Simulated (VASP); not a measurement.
# Ga3Sb (P6mm) in VASP: relaxation of cell and atoms with PBE

Aim: the relaxation of cell and atoms of Ga3Sb with PBE.

All numbers are computed with VASP 6.6.1; they aren't measurements. Logs are shortened: lines on timing, memory, paths and dates and some standing lists are left out, and cuts for length are marked.

### 1 The cell of the first run

The structure is hexagonal, space group P6mm (No. 183). Conventional cell: a = 5.069 Å, b = 5.069 Å, c = 4.626 Å, α = 90.00°, β = 90.00°, γ = 120.00°. Within 3.3 Å of Ga (site symmetry 2mm) lie 4 Ga at 2.53 Å and 2 Sb at 2.58 Å. Within 3.4 Å of Sb (site symmetry 6mm) lie 6 Ga at 2.58 Å.

The cell was generated, and may not be a known phase.

### 2 Relaxation of cell and atoms, PBE

INCAR

```
ALGO = Normal ; EDIFF = 1E-7
EDIFFG = -0.04 ; ENCUT = 500
GGA = PE ; GGA_COMPAT = False
IBRION = 2 ; ISIF = 3
ISMEAR = 0 ; LASPH = True
LCHARG = False ; LREAL = False
LWAVE = False ; NELM = 120
NELMIN = 4 ; NSW = 90
PREC = Accurate ; SIGMA = 0.1
```

KPOINTS

```
k-points
0
Gamma
  6 6 4
```

POSCAR

```
Ga3Sb
1.0
    5.0686151900      0.0000000000      0.0000000000
   -2.5343076000      4.3895495200      0.0000000000
    0.0000000000      0.0000000000      4.6256842400
Ga Sb
3 1
Direct
    0.5000000000      0.0000000000      0.2447805100
    0.0000000000      0.5000000000      0.2447805100
    0.5000000000      0.5000000000      0.2447805100
    0.0000000000      0.0000000000      0.1404091500
```

Potentials or basis: VASP PAW PBE potentials, release 64 (Ga_d, Sb_d_GW).

Command:

```sh
> cat potpaw_PBE.64/Ga_d/POTCAR potpaw_PBE.64/Sb_d_GW/POTCAR > POTCAR
> mpirun -np 1 vasp_std > vasp.out
```

OUTCAR:

```text
EDIFF = 1E-7
   EDIFFG = -0.04
   ENCUT = 500
   GGA = PE
   IBRION = 2
   ISIF = 3
   ISMEAR = 0
   LASPH = True
   LREAL = False
   NELM = 120
   NELMIN = 4
   NSW = 90
   PREC = Accurate

 ion  position               nearest neighbor table
   1  0.500  0.000  0.245-   2 2.53   2 2.53   3 2.53   3 2.53   4 2.58   4 2.58
   2  0.000  0.500  0.245-   3 2.53   3 2.53   1 2.53   1 2.53   4 2.58   4 2.58
   3  0.500  0.500  0.245-   2 2.53   2 2.53   1 2.53   1 2.53   4 2.58   4 2.58
   4  0.000  0.000  0.140-   1 2.58   1 2.58   3 2.58   3 2.58   2 2.58   2 2.58

  LATTYP: Found a hexagonal cell.
 ALAT       =     5.0686151900
 C/A-ratio  =     0.9126130248

  Lattice vectors:

 A1 = (   5.0686151900,   0.0000000000,   0.0000000000)
 A2 = (  -2.5343076000,   4.3895495200,   0.0000000000)
 A3 = (   0.0000000000,   0.0000000000,   4.6256842400)

Analysis of symmetry for initial positions (statically):
=====================================================================
 Subroutine PRICEL returns:
 Original cell was already a primitive cell.

 Routine SETGRP: Setting up the symmetry group for a
 hexagonal supercell.

 Subroutine GETGRP returns: Found 12 space group operations
 (whereof 12 operations were pure point group operations)
 out of a pool of 24 trial point group operations.

The static configuration has the point symmetry C_6v.

Analysis of symmetry for dynamics (positions and initial velocities):
=====================================================================
 Subroutine PRICEL returns:
 Original cell was already a primitive cell.

 Routine SETGRP: Setting up the symmetry group for a
 hexagonal supercell.

 Subroutine GETGRP returns: Found 12 space group operations
 (whereof 12 operations were pure point group operations)
 out of a pool of 24 trial point group operations.

The dynamic configuration has the point symmetry C_6v.

 Subroutine INISYM returns: Found 12 space group operations
 (whereof 12 operations are pure point group operations),
 and found     1 'primitive' translations

----------------------------------------------------------------------------------------

                                     Primitive cell

  volume of cell :     102.9166

  direct lattice vectors                    reciprocal lattice vectors
     5.068615190  0.000000000  0.000000000     0.197292547  0.113906905  0.000000000
    -2.534307600  4.389549520  0.000000000     0.000000000  0.227813810  0.000000000
     0.000000000  0.000000000  4.625684240     0.000000000  0.000000000  0.216184233

  length of vectors
     5.068615190  5.068615195  4.625684240     0.227813810  0.227813810  0.216184233

  position of ions in fractional coordinates (direct lattice)
     0.500000000  0.000000000  0.244780510
     0.000000000  0.500000000  0.244780510
     0.500000000  0.500000000  0.244780510
     0.000000000  0.000000000  0.140409150

  ion indices of the primitive-cell ions
   primitive index   ion index
                 1           1
                 2           2
                 3           3
                 4           4

----------------------------------------------------------------------------------------

 KPOINTS: k-points

Automatic generation of k-mesh.
 Grid dimensions read from file:
 generate k-points for:    6    6    4

 Generating k-lattice:

  Cartesian coordinates                     Fractional coordinates (reciprocal lattice)
     0.032882091  0.018984484  0.000000000     0.166666667  0.000000000  0.000000000
     0.000000000  0.037968968  0.000000000     0.000000000  0.166666667  0.000000000
     0.000000000  0.000000000  0.054046058     0.000000000  0.000000000  0.250000000

  Length of vectors
     0.037968968  0.037968968  0.054046058

  Shift w.r.t. Gamma in fractional coordinates (k-lattice)
     0.000000000  0.000000000  0.000000000

 Subroutine IBZKPT returns following result:
 ===========================================

 Found     21 irreducible k-points:

 Following reciprocal coordinates:
            Coordinates               Weight
  0.000000  0.000000  0.000000      1.000000
  0.166667 -0.000000  0.000000      6.000000
  0.333333  0.000000  0.000000      6.000000
  0.500000  0.000000  0.000000      3.000000
  0.166667  0.166667  0.000000      6.000000
  0.333333  0.166667  0.000000     12.000000
[... 13 lines left out ...]
  0.333333  0.166667  0.500000     12.000000
  0.333333  0.333333  0.500000      2.000000
   k-points           NKPTS =     21   k-points in BZ     NKDIM =     21   number of bands    NBANDS=     32
   number of dos      NEDOS =    301   number of ions     NIONS =      4
   total plane-waves  NPLWV =  57600
   dimension x,y,z NGX =    40 NGY =   40 NGZ =   36
   dimension x,y,z NGXF=    80 NGYF=   80 NGZF=   72
   ions per type =               3   1
   NGX,Y,Z   is equivalent  to a cutoff of  13.12, 13.12, 12.94 a.u.
   NGXF,Y,Z  is equivalent  to a cutoff of  26.24, 26.24, 25.88 a.u.
 SYSTEM =  unknown system
   PREC   = accura    normal or accurate (medium, high low for compatibility)
   ISTART =      0    job   : 0-new  1-cont  2-samecut
   ICHARG =      2    charge: 1-file 2-atom 10-const
   ISPIN  =      1    spin polarized calculation?
   LNONCOLLINEAR =      F non collinear calculations
   LSORBIT =      F    spin-orbit coupling
   LASPH  =      T    aspherical Exc in radial PAW
   ENCUT  =  500.0 eV  36.75 Ry    6.06 a.u.   9.24  9.24  8.43*2*pi/ulx,y,z
   NELM   =    120;   NELMIN=  4; NELMDL= -5     # of ELM steps
   EDIFF  = 0.1E-06   stopping-criterion for ELM
   LREAL  =      F    real-space projection
   EDIFFG = -.4E-01   stopping-criterion for IOM
   NSW    =     90    number of steps for IOM
   IBRION =      2    ionic relax: 0-MD 1-quasi-New 2-CG
   NFREE  =      1    steps in history (QN), initial steepest desc. (CG)
   ISIF   =      3    stress and relaxation
   ISYM   =      2    0-nonsym 1-usesym 2-fastsym
   POTIM  = 0.5000    time-step for ionic-motion
   TEBEG  =    0.0;   TEEND  =   0.0 temperature during run
   PSTRESS=    0.0 pullay stress
   NELECT =      54.0000    total number of electrons
   NUPDOWN=      -1.0000    fix difference up-down
   EMIN   =  10.00;   EMAX   =-10.00  energy-range for DOS
   EFERMI =   0.00;   METHOD = LEGACY
   ISMEAR =     0;   SIGMA  =   0.10  broadening in eV -4-tet -1-fermi 0-gaus
   EFERMI_NEDOS =   21; number of points for ismear=-14 and -15
   IALGO  =     38    algorithm
   IMIX   =      4    mixing-type and parameters
     AMIX     =   0.40;   BMIX     =  1.00
     AMIX_MAG =   1.60;   BMIX_MAG =  1.00
  volume/ion in A,a.u.               =      25.73       173.63
  Fermi-wavevector in a.u.,A,eV,Ry     =   1.320417  2.495226 23.721760  1.743500
  Thomas-Fermi vector in A             =   2.450244
   LORBIT       =      0    0 simple, 1 ext, 2 COOP (PROOUT), +10 PAW based schemes
   GGA     = PE    functional components
   LHFCALC =     F    Hartree Fock is set to
   AEXX    =    0.0000 exact exchange contribution
   IVDW    =     0    specifies the selected vdW correction
   LEPSILON=     F    determine dielectric tensor
   LRPA    =     F    only Hartree local field effects (RPA)
 conjugate gradient relaxation of ions
 non-spin polarized calculation
 Gauss-broadening in eV      SIGMA  =   0.10
  energy-cutoff  :      500.00
  volume of cell :      102.92
 maximum number of plane-waves:      2633
 NGX is ok and might be reduce to    40
   NGX = 19   NGY = 19   NGZ = 17

--------------------------------------- Ionic step        1  -------------------------------------------

 number of electron      53.9999970 magnetization

 Free energy of the ion-electron system (eV)
  ---------------------------------------------------
  ext. energy  EPLUGINS =         0.00000000
  ---------------------------------------------------
  free energy    TOTEN  =        -9.32087623 eV

  energy without entropy =       -9.30557845  energy(sigma->0) =       -9.31322734

------------------------ aborting loop because EDIFF is reached ----------------------------------------

  FORCE on cell =-STRESS in cart. coord.  units (eV):
  Direction    XX          YY          ZZ          XY          YZ          ZX
  --------------------------------------------------------------------------------------
  -------------------------------------------------------------------------------------
  Total       18.1495754     18.1495754     -0.1125979     -0.0000000      0.0000000      0.0000000
  in kB      282.5477116    282.5477120     -1.7528939     -0.0000003      0.0000000      0.0000000
  external PRESSURE =     187.7808432 kB  Pullay stress =       0.0000000 kB
[... 95 lines left out ...]
  FREE ENERGIE OF THE ION-ELECTRON SYSTEM (eV)
  ---------------------------------------------------
  free  energy   TOTEN  =       -11.3132694712 eV

  energy  without entropy=      -11.3062324721  energy(sigma->0) =      -11.30975097

 E-fermi :   3.8401     XC(G=0):  -9.6727

 val. band max:        3.8214527951   @ k =   0.1667   0.1667   0.5000
 cond. band min:       3.8465467750   @ k =   0.5000   0.0000   0.0000
 fundamental gap:      0.0250939799
 Fermi energy:         3.8401036383

 k-point     1 :       0.0000    0.0000    0.0000
  band No.  band energies     occupation
      1     -25.1872      2.00000
      2     -25.1872      2.00000
      3     -25.1834      2.00000
      4     -25.1698      2.00000
      5     -25.1698      2.00000
      6     -11.2376      2.00000
[... 724 lines left out ...]
     31       7.8960      0.00000
     32       7.8960      0.00000

[... ionic steps 4 to 36 ...]

--------------------------------------- Ionic step       37  -------------------------------------------

 number of electron      53.9999964 magnetization

------------------------ aborting loop because EDIFF is reached ----------------------------------------

  FORCE on cell =-STRESS in cart. coord.  units (eV):
  Direction    XX          YY          ZZ          XY          YZ          ZX
  --------------------------------------------------------------------------------------
  -------------------------------------------------------------------------------------
  Total       -0.3860665     -0.3860665     -0.3142248      0.0000000     -0.0000000     -0.0000000
  in kB       -6.8402095     -6.8402095     -5.5673404      0.0000000     -0.0000000     -0.0000000
  external PRESSURE =      -6.4159198 kB  Pullay stress =       0.0000000 kB
[... 61 lines left out ...]
  energy  without entropy=      -12.5242286702  energy(sigma->0) =      -12.52895423

--------------------------------------- Ionic step       39  -------------------------------------------

 number of electron      53.9999983 magnetization

 Free energy of the ion-electron system (eV)
  ---------------------------------------------------
  ext. energy  EPLUGINS =         0.00000000
  ---------------------------------------------------
  free energy    TOTEN  =       -12.53520498 eV

  energy without entropy =      -12.52587370  energy(sigma->0) =      -12.53053934

 E-fermi :   5.1306     XC(G=0): -10.5227

 val. band max:        5.1170067222   @ k =   0.1667   0.1667   0.2500
 cond. band min:       5.1956741274   @ k =   0.3333   0.1667   0.0000
 fundamental gap:      0.0786674052
 Fermi energy:         5.1306292573

 k-point     1 :       0.0000    0.0000    0.0000
  band No.  band energies     occupation
      1     -23.8701      2.00000
      2     -23.8287      2.00000
      3     -23.8287      2.00000
      4     -23.8103      2.00000
      5     -23.8103      2.00000
      6      -9.9458      2.00000
[... 755 lines left out ...]
  FREE ENERGIE OF THE ION-ELECTRON SYSTEM (eV)
  ---------------------------------------------------
  free  energy   TOTEN  =       -12.5352049779 eV

  energy  without entropy=      -12.5258736954  energy(sigma->0) =      -12.53053934

 reached required accuracy - stopping structural energy minimisation
```

It took 22 min on 1 thread of Intel Xeon 6975P-C (Granite Rapids), shared host; peak memory 0.28 GiB.

Results:

```
Free energy                           : -12.5352 eV
Relaxed volume                        : 22.33 Å³/atom
Relaxed cell                          : a = 5.622 Å, b = 5.622 Å, c = 3.263 Å, α = 90.00°, β = 90.00°, γ = 120.00°
Space group after relaxing (to 0.1 Å) : P6/mmm (No. 191)
Energy gained by relaxing             : 803.6 meV/atom
Ionic steps                           : 39
Pressure after relaxing               : -0.1 GPa
Largest force after relaxing          : 0.006 eV/Å
Band gap on the k mesh                : zero (bands 27 and 28 overlap by 5.01 eV)
```

Forces in eV/Å, atoms in the order of the input:
```
Ga   0.000  0.000  0.002
Ga   0.000  0.000  0.002
Ga   0.000  0.000  0.002
Sb   0.000  0.000 -0.006
```

The path:
| step | energy change (eV) | largest force (eV/Å) | pressure (GPa) | volume (Å³) |
| --- | --- | --- | --- | --- |
| 1 | 0.0000 | 1.6386 | 18.78 | 102.92 |
| 2 | -1.6056 | 0.0075 | -3.67 | 152.70 |
| 3 | -1.9924 | 0.1868 | -0.32 | 131.29 |
| 4 | -1.9922 | 0.1795 | -0.50 | 131.89 |
| 5 | -2.0021 | 0.1975 | -0.50 | 130.62 |
| 6 | -2.0344 | 0.2314 | -0.43 | 126.81 |
| 7 | -2.1239 | 0.3516 | -0.55 | 119.22 |
| 8 | -2.5820 | 0.4768 | -0.53 | 104.17 |
| 9 | -2.2045 | 0.0795 | 13.38 | 74.64 |
| 10 | -2.8226 | 0.5011 | 0.81 | 94.25 |
| 11 | -2.9428 | 0.3632 | 4.10 | 84.41 |
| 12 | -2.9520 | 0.4273 | 2.68 | 87.45 |
| 13 | -2.9550 | 0.4114 | 3.08 | 86.43 |
| 14 | -2.9604 | 0.3964 | 3.14 | 86.17 |
| 15 | -2.9683 | 0.3473 | 3.39 | 85.38 |
| 16 | -2.9752 | 0.3401 | 3.16 | 85.69 |
| 17 | -2.9933 | 0.3199 | 2.51 | 86.62 |
| 18 | -3.0184 | 0.2838 | 1.34 | 88.49 |
| 19 | -3.0279 | 0.2210 | -0.64 | 92.32 |
| 20 | -3.0303 | 0.2385 | -0.09 | 91.15 |
| 21 | -3.0303 | 0.2411 | -0.05 | 91.03 |
| 22 | -3.0315 | 0.2432 | -0.04 | 91.06 |
| 23 | -3.0351 | 0.2515 | -0.08 | 91.14 |
| 24 | -3.0416 | 0.2707 | -0.12 | 91.30 |
| 25 | -3.0536 | 0.3118 | -0.19 | 91.61 |
| 26 | -3.0792 | 0.3614 | -0.57 | 92.20 |
| 27 | -3.1248 | 0.3357 | -0.89 | 93.25 |
| 28 | -3.1071 | 0.1546 | -1.32 | 94.89 |
| 29 | -3.1352 | 0.2674 | -1.00 | 93.65 |
| 30 | -3.1390 | 0.2573 | -0.94 | 93.47 |
| 31 | -3.1491 | 0.2302 | -0.78 | 92.93 |
| 32 | -3.1656 | 0.1764 | -0.48 | 91.85 |
| 33 | -3.1865 | 0.1091 | 0.34 | 89.69 |
| 34 | -3.1947 | 0.0877 | 0.01 | 90.05 |
| 35 | -3.2004 | 0.0608 | -0.36 | 90.54 |
| 36 | -3.2050 | 0.0179 | -1.02 | 91.50 |
| 37 | -3.2118 | 0.0108 | -0.64 | 90.43 |
| 38 | -3.2128 | 0.0060 | -0.42 | 89.87 |
| 39 | -3.2143 | 0.0063 | -0.11 | 89.34 |

Final structure:
```
Ga Sb
1.0
     5.62220    0.00000    0.00000
    -2.81110    4.86897    0.00000
     0.00000    0.00000    3.26347
Ga Sb
3 1
Direct
  0.50000 0.00000 0.34296
  0.00000 0.50000 0.34296
  0.50000 0.50000 0.34296
  0.00000 0.00000 0.84587
```

Caveat: a cell axis changed by over 15 % at a fixed basis, so the end point is rough; spin-orbit coupling is left out, which moves the levels of the heavy elements.

The gap in the log of VASP goes by the Fermi energy; the results here count the filled bands.